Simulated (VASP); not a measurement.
# AlN (P6_3mc) in VASP: settings compared, part 2 of 2

VASP 6.6.1. The steps go on from the part before.

**5. Single point, PBE+D4**

This run uses another cell than the first one, of 10.87 Å³/atom, 1.020 times its volume.

Contents of INCAR:

```
PREC     = Accurate       # precision mode
ENCUT    = 520            # plane-wave cutoff, eV
EDIFF    = 1E-6           # SCF threshold, eV
ISMEAR   = -1             # smearing method
SIGMA    = 0.05           # smearing width, eV
LREAL    = F              # projectors in reciprocal space
LASPH    = T              # aspherical terms in the spheres
NELM     = 60             # most SCF steps
ALGO     = Normal         # electronic algorithm
ISIF     = 2              # what is computed and relaxed
LWAVE    = F              # write WAVECAR
LCHARG   = T              # write CHGCAR
GGA      = PE             # functional
IVDW     = 13             # dispersion correction
LELF     = T              # ELF
LVHAR    = T            
NBANDS   = 16             # bands
```

Contents of KPOINTS:

```
regular mesh
0
Gamma
  10 10 6
```

Contents of POSCAR:

```
AlN
1.0
    3.1539652241      0.0000000000      0.0000000000
   -1.5769826120      2.7314140067      0.0000000000
    0.0000000000      0.0000000000      5.0465469904
Al N
2 2
Direct
    0.6666666667      0.3333333333      0.5000000000
    0.3333333333      0.6666666667      0.0000000000
    0.6666666667      0.3333333333      0.8800000000
    0.3333333333      0.6666666667      0.3800000000
```

Potentials or basis: VASP PAW PBE potentials, release 64 (Al, N).

The run is started by

```bash
> cat potpaw_PBE.64/Al/POTCAR potpaw_PBE.64/N/POTCAR > POTCAR
> mpirun -np 1 vasp_std > vasp.out
```

OUTCAR:

```text
PREC = Accurate
   ENCUT = 520
   EDIFF = 1E-6
   ISMEAR = -1
   LREAL = F
   LASPH = T
   NELM = 60
   ISIF = 2
   GGA = PE
   IVDW = 13

 ion  position               nearest neighbor table
   1  0.667  0.333  0.500-   3 1.92   4 1.92   4 1.92   4 1.92   2 3.11   2 3.11   2 3.11   2 3.11
                             2 3.11   2 3.11
   2  0.333  0.667  0.000-   4 1.92   3 1.92   3 1.92   3 1.92   1 3.11   1 3.11   1 3.11   1 3.11
                             1 3.11   1 3.11
   3  0.667  0.333  0.880-   1 1.92   2 1.92   2 1.92   2 1.92
   4  0.333  0.667  0.380-   2 1.92   1 1.92   1 1.92   1 1.92

  LATTYP: Found a hexagonal cell.
 ALAT       =     3.1539652241
 C/A-ratio  =     1.6000642467

  Lattice vectors:

 A1 = (   3.1539652241,   0.0000000000,   0.0000000000)
 A2 = (  -1.5769826120,   2.7314140067,   0.0000000000)
 A3 = (   0.0000000000,   0.0000000000,   5.0465469904)

Analysis of symmetry for initial positions (statically):
=====================================================================
 Subroutine PRICEL returns:
 Original cell was already a primitive cell.

 Routine SETGRP: Setting up the symmetry group for a
 hexagonal supercell.

 Subroutine GETGRP returns: Found 12 space group operations
 (whereof  6 operations were pure point group operations)
 out of a pool of 24 trial point group operations.

The static configuration has the point symmetry C_3v.
 The point group associated with its full space group is C_6v.

Analysis of symmetry for dynamics (positions and initial velocities):
=====================================================================
 Subroutine PRICEL returns:
 Original cell was already a primitive cell.

 Routine SETGRP: Setting up the symmetry group for a
 hexagonal supercell.

 Subroutine GETGRP returns: Found 12 space group operations
 (whereof  6 operations were pure point group operations)
 out of a pool of 24 trial point group operations.

The dynamic configuration has the point symmetry C_3v.
 The point group associated with its full space group is C_6v.

 Subroutine INISYM returns: Found 12 space group operations
 (whereof  6 operations are pure point group operations),
 and found     1 'primitive' translations

----------------------------------------------------------------------------------------

                                     Primitive cell

  volume of cell :      43.4749

  direct lattice vectors                    reciprocal lattice vectors
     3.153965224  0.000000000  0.000000000     0.317061200  0.183055369  0.000000000
    -1.576982612  2.731414007  0.000000000     0.000000000  0.366110739  0.000000000
     0.000000000  0.000000000  5.046546990     0.000000000  0.000000000  0.198155293

  length of vectors
     3.153965224  3.153965224  5.046546990     0.366110739  0.366110739  0.198155293

  position of ions in fractional coordinates (direct lattice)
     0.666666667  0.333333333  0.500000000
     0.333333333  0.666666667  0.000000000
     0.666666667  0.333333333  0.880000000
     0.333333333  0.666666667  0.380000000

  ion indices of the primitive-cell ions
   primitive index   ion index
                 1           1
                 2           2
                 3           3
                 4           4
[... 28 lines left out ...]
            Coordinates               Weight
  0.000000  0.000000  0.000000      1.000000
  0.100000  0.000000  0.000000      6.000000
  0.200000  0.000000  0.000000      6.000000
  0.300000  0.000000  0.000000      6.000000
  0.400000  0.000000  0.000000      6.000000
  0.500000  0.000000  0.000000      3.000000
[... 16 lines left out ...]
  0.300000  0.100000  0.166667     24.000000
  0.400000  0.100000  0.166667     24.000000
 [... further k-points ...]
   k-points           NKPTS =     56   k-points in BZ     NKDIM =     56   number of bands    NBANDS=     16
   number of dos      NEDOS =    301   number of ions     NIONS =      4
   total plane-waves  NPLWV =  23040
   dimension x,y,z NGX =    24 NGY =   24 NGZ =   40
   dimension x,y,z NGXF=    48 NGYF=   48 NGZF=   80
   ions per type =               2   2
   NGX,Y,Z   is equivalent  to a cutoff of  12.65, 12.65, 13.18 a.u.
   NGXF,Y,Z  is equivalent  to a cutoff of  25.30, 25.30, 26.35 a.u.
 SYSTEM =  unknown system
   PREC   = accura    normal or accurate (medium, high low for compatibility)
   ISTART =      0    job   : 0-new  1-cont  2-samecut
   ICHARG =      2    charge: 1-file 2-atom 10-const
   ISPIN  =      1    spin polarized calculation?
   LNONCOLLINEAR =      F non collinear calculations
   LSORBIT =      F    spin-orbit coupling
   LASPH  =      T    aspherical Exc in radial PAW
   ENCUT  =  520.0 eV  38.22 Ry    6.18 a.u.   5.86  5.86  9.38*2*pi/ulx,y,z
   NELM   =     60;   NELMIN=  2; NELMDL= -5     # of ELM steps
   EDIFF  = 0.1E-05   stopping-criterion for ELM
   LREAL  =      F    real-space projection
   EDIFFG = 0.1E-04   stopping-criterion for IOM
   NSW    =      0    number of steps for IOM
   IBRION =     -1    ionic relax: 0-MD 1-quasi-New 2-CG
   NFREE  =      0    steps in history (QN), initial steepest desc. (CG)
   ISIF   =      2    stress and relaxation
   ISYM   =      2    0-nonsym 1-usesym 2-fastsym
   POTIM  = 0.5000    time-step for ionic-motion
   TEBEG  =    0.0;   TEEND  =   0.0 temperature during run
   PSTRESS=    0.0 pullay stress
   NELECT =      16.0000    total number of electrons
   NUPDOWN=      -1.0000    fix difference up-down
   EMIN   =  10.00;   EMAX   =-10.00  energy-range for DOS
   EFERMI =   0.00;   METHOD = LEGACY
   ISMEAR =    -1;   SIGMA  =   0.05  broadening in eV -4-tet -1-fermi 0-gaus
   EFERMI_NEDOS =   21; number of points for ismear=-14 and -15
   IALGO  =     38    algorithm
   IMIX   =      4    mixing-type and parameters
     AMIX     =   0.40;   BMIX     =  1.00
     AMIX_MAG =   1.60;   BMIX_MAG =  1.00
  volume/ion in A,a.u.               =      10.87        73.35
  Fermi-wavevector in a.u.,A,eV,Ry     =   1.173191  2.217009 18.726735  1.376376
  Thomas-Fermi vector in A             =   2.309608
   LORBIT       =      0    0 simple, 1 ext, 2 COOP (PROOUT), +10 PAW based schemes
   GGA     = PE    functional components
   LHFCALC =     F    Hartree Fock is set to
   AEXX    =    0.0000 exact exchange contribution
   IVDW    =    13    specifies the selected vdW correction
   LEPSILON=     F    determine dielectric tensor
   LRPA    =     F    only Hartree local field effects (RPA)
 non-spin polarized calculation
  energy-cutoff  :      520.00
  volume of cell :       43.47
 maximum number of plane-waves:      1194
 NGX is ok and might be reduce to    24
   NGX = 11   NGY = 11   NGZ = 19

 number of electron      16.0000000 magnetization

 Free energy of the ion-electron system (eV)
  ---------------------------------------------------
  ext. energy  EPLUGINS =         0.00000000
  ---------------------------------------------------
  free energy    TOTEN  =       -29.76742385 eV

  energy without entropy =      -29.76742385  energy(sigma->0) =      -29.76742385

 E-fermi :   6.7638     XC(G=0): -10.7373

 val. band max:        5.7502518323   @ k =   0.0000   0.0000   0.0000
 cond. band min:       9.6324645121   @ k =   0.0000   0.0000   0.0000
 fundamental gap:      3.8822126798
 Fermi energy:         6.7637731824

 k-point     1 :       0.0000    0.0000    0.0000
  band No.  band energies     occupation
      1      -9.1764      2.00000
      2      -7.1470      2.00000
      3      -0.0494      2.00000
      4       4.9368      2.00000
      5       4.9368      2.00000
      6       5.5796      2.00000
[... 433 lines left out ...]
      3       0.5155      2.00000
      4       1.4805      2.00000
      5       2.7869      2.00000
      6       3.5422      2.00000
[... 8 lines left out ...]
     15      18.0793      0.00000
     16      20.2209      0.00000

 [... further k-points ...]

------------------------ aborting loop because EDIFF is reached ----------------------------------------

  DFT-D4 for vdW energy calculation

  Edisp (eV):   -1.17854

  FORCE on cell =-STRESS in cart. coord.  units (eV):
  Direction    XX          YY          ZZ          XY          YZ          ZX
  --------------------------------------------------------------------------------------
  -------------------------------------------------------------------------------------
  Total      -2.45717    -2.45717    -1.93996    -0.00000     0.00000    -0.00000
  in kB     -90.55373   -90.55373   -71.49314    -0.00000     0.00000    -0.00000
  external pressure =      -84.20 kB  Pullay stress =        0.00 kB

 VOLUME and BASIS-vectors are now :
 -----------------------------------------------------------------------------
  energy-cutoff  :      520.00
  volume of cell :       43.47
      direct lattice vectors                 reciprocal lattice vectors
     3.153965224  0.000000000  0.000000000     0.317061200  0.183055369  0.000000000
    -1.576982612  2.731414007  0.000000000     0.000000000  0.366110739  0.000000000
     0.000000000  0.000000000  5.046546990     0.000000000  0.000000000  0.198155293

 POSITION                                       TOTAL-FORCE (eV/Angst)
 -----------------------------------------------------------------------------------
      1.57698      0.91047      2.52327        -0.000000      0.000000     -0.099241
     -0.00000      1.82094      0.00000         0.000000      0.000000     -0.099241
      1.57698      0.91047      4.44096        -0.000000     -0.000000      0.099241
     -0.00000      1.82094      1.91769         0.000000      0.000000      0.099241
 -----------------------------------------------------------------------------------
    total drift:                               -0.000000      0.000000      0.000193

  FREE ENERGIE OF THE ION-ELECTRON SYSTEM (eV)
  ---------------------------------------------------
  free  energy   TOTEN  =       -30.9459646881 eV

  energy  without entropy=      -30.9459646881  energy(sigma->0) =      -30.94596469
```

Wall time 13 s (1 thread of Intel Xeon 6975P-C (Granite Rapids), shared host); peak memory 0.17 GiB.

Results:

```
Free energy                : -30.9460 eV
Pressure                   : -8.4 GPa
Largest force              : 0.099 eV/Å
Band gap on the k mesh     : 3.88 eV, direct
Dispersion energy per atom : -0.295 eV
```

Forces in eV/Å, atoms in the order of the input:
```
Al   0.000  0.000 -0.099
Al   0.000  0.000 -0.099
N    0.000  0.000  0.099
N    0.000  0.000  0.099
```

Stress tensor (GPa, compression positive):
```
-9.06  0.00  0.00
 0.00 -9.06  0.00
 0.00  0.00 -7.15
```

**6. Summary**

| level | cell | gap on the mesh (eV) | pressure (GPa) | largest force (eV/Å) |
| --- | --- | --- | --- | --- |
| PBE+D4 | a = 3.134, b = 3.134, c = 5.014 Å, angles 90.0, 90.0, 120.0°, 4 atoms | 4.05 | -5.0 | 0.11 |
| BLYP | a = 3.134, b = 3.134, c = 5.014 Å, angles 90.0, 90.0, 120.0°, 4 atoms | 4.33 | 3.0 | 0.10 |
| SVWN5 | a = 3.134, b = 3.134, c = 5.014 Å, angles 90.0, 90.0, 120.0°, 4 atoms | 4.06 | -7.7 | 0.11 |
| PBE+D4 | a = 3.154, b = 3.154, c = 5.047 Å, angles 90.0, 90.0, 120.0°, 4 atoms | 3.88 | -8.4 | 0.10 |

Alike in all rows: task single point; potentials or basis VASP PAW PBE potentials, release 64 (Al, N); no spin polarisation; k mesh 10 × 10 × 6; cutoff (eV) 520; smearing fermi-dirac 0.05 eV.

On the cell as given the gap runs from 4.05 eV (PBE+D4) to 4.33 eV (BLYP). The pressure there spans -7.7 GPa (SVWN5) to 3.0 GPa (BLYP); a positive pressure means that this level wants a larger cell, a negative one a smaller.

Caveats: the PAW data sets were made with another functional, which shifts forces and pressure a little (some runs).

Absolute energies hang on the potentials; compare differences alone.
